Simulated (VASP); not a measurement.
A run of VASP 6.6.1 is set up as follows.

Contents of INCAR:

```
ALGO = Normal
EDIFF = 1E-6
ENCUT = 520
GGA = PE
ISIF = 2
ISMEAR = 0
LASPH = True
LCHARG = True
LELF = True
LREAL = False
LVHAR = True
LWAVE = False
NBANDS = 28
NELM = 80
PREC = Accurate
SIGMA = 0.1
```

The input KPOINTS:

```
k-points
0
Gamma
  6 6 6
```

File POSCAR:

```
Mo2W
1.0
    4.6496152700      0.0000000000      0.0000000000
   -2.3248076400      4.0266849400      0.0000000000
    0.0000000000      0.0000000000      2.8472962300
Mo W
2 1
Direct
    0.3333333300      0.6666666700      0.3333333300
    0.6666666700      0.3333333300      0.6666666700
    0.0000000000      0.0000000000      0.0000000000
```

Potentials or basis: VASP PAW PBE potentials, release 64 (Mo_sv, W_sv).

The run is started by

```bash
$ cat potpaw_PBE.64/Mo_sv/POTCAR potpaw_PBE.64/W_sv/POTCAR > POTCAR
$ mpirun -np 1 vasp_std > vasp.out
```

Task: Predict the band gap on the k mesh.

Result: Zero (band 21 reaches 12.06 eV, above the bottom of band 22 at 9.26 eV).

Task: Predict the pressure.

Result: -23.8 GPa.

Task: What does it give for the largest force?

Result: 0.020 eV/Å.

Stress tensor (GPa, compression positive):
```
-23.29   0.00   0.00
  0.00 -23.29   0.00
  0.00   0.00 -24.87
```

Caveat: the k points lie up to 0.37 Å⁻¹ apart; spin-orbit coupling is left out, which moves the levels of the heavy elements.
